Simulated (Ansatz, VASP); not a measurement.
Two plane-wave programs on Ba

```
CELL_PARAMETERS angstrom
0.00000 3.23267 3.07103
3.23267 0.00000 3.07103
3.23267 3.23267 0.00000
ATOMIC_POSITIONS crystal
Ba 0.00000 0.00000 0.00000
```

Change from the starting cell: strain +0.000 along x and y, -0.050 along z, atoms carried along.

Alike in both runs: task single point; functional PBE; k mesh 14 × 14 × 14; occupations gaussian, width 0.15 eV; no spin polarisation.

```csv
,VASP,Ansatz
version,VASP 6.6.1,Ansatz 0.2.0
potentials or method,"VASP PAW PBE potentials, release 64 (Ba_sv), cutoff 520 eV","scalar-relativistic, plane waves, PAW"
valence electrons in the cell,10,10
```

|  | VASP | Ansatz | Ansatz less VASP |
| --- | --- | --- | --- |
| gap on the k mesh at the Fermi level (eV) | none | none | - |
| pressure (GPa) | 0.0 | 0.0 | -0.05 |

A gap of «none» marks a metal or a gap that the smearing closes.

Spin-orbit coupling is off throughout.
